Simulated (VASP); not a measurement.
InO5, 6 atoms in the cell. The structure is hexagonal, space group P-62m (No. 189). Conventional cell: a = 4.907 Å, b = 4.907 Å, c = 4.529 Å, α = 90.00°, β = 90.00°, γ = 120.00°. Within 3.7 Å of In (site symmetry -62m) lie 12 O at 2.83 to 2.85 Å. O (site symmetry m2m) has 10 O at 2.76 to 3.00 Å and 2 In at 2.85 Å within 3.6 Å. O (site symmetry -6) has 9 O at 2.77 to 2.83 Å and 3 In at 2.83 Å within 3.6 Å. 

```yaml
Program: VASP 6.6.1
Task: single point
Functional: PBE
Potentials_or_basis: VASP PAW PBE potentials, release 64 (In_d, O)
Cutoff: 520 eV
k_mesh: 6 × 6 × 4
Occupations: gaussian, width 0.1 eV
Spin: no spin polarisation
Dipole_correction: no
Further_INCAR_settings: ALGO = Normal; EDIFF = 1e-07; NBANDS = 30
```

Potentials or basis: VASP PAW PBE potentials, release 64 (In_d, O).

Run with:

```console
$ cat potpaw_PBE.64/In_d/POTCAR potpaw_PBE.64/O/POTCAR > POTCAR
$ mpirun -np 1 vasp_std > vasp.out
```

Hardware: 1 thread of Intel(R) Xeon(R) 6975P-C (Granite Rapids), on a shared host.

**Question.** Estimate the wall time of this run.

**Answer.** It took 25 s on 1 thread of Intel(R) Xeon(R) 6975P-C (Granite Rapids), on a shared host, peak memory 0.22 GiB. Counts: scf iterations 16, k points 21.
